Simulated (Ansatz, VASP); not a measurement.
**Sc in VASP and in Ansatz**

```xyz
2
Lattice="3.2252 0.0000 0.0000 -1.6126 2.7931 0.0000 0.0000 0.0000 5.0313" Properties=species:S:1:pos:R:3 pbc="T T T"
Sc    0.0000    1.8621    1.2578
Sc    1.6126    0.9310    3.7735
```

Alike in both runs: functional LDA; k mesh 12 × 12 × 8; occupations fermi-dirac, width 0.15 eV; no spin polarisation.

Ansatz relaxed the structure, and its values are those at the end. VASP's run is a single point on that final structure, the one shown.

|  | VASP | Ansatz |
| --- | --- | --- |
| version | VASP 6.6.1 | Ansatz 0.2.0 |
| potentials or method | VASP PAW LDA potentials, release 64 (Sc_sv), cutoff 520 eV | scalar-relativistic, plane waves, PAW |
| valence electrons in the cell | 22 | 22 |

```tsv
	VASP	Ansatz	Ansatz less VASP
gap on the k mesh at the Fermi level (eV)	none	none	-
pressure (GPa)	0.1	0.0	-0.09
```

Ansatz warns that its potentials were made for another functional, while VASP's fit it. LDA's correlation is that of Perdew and Zunger in VASP and of Perdew and Wang (1992) in Ansatz. A gap of «none» marks a metal or a gap that the smearing closes.
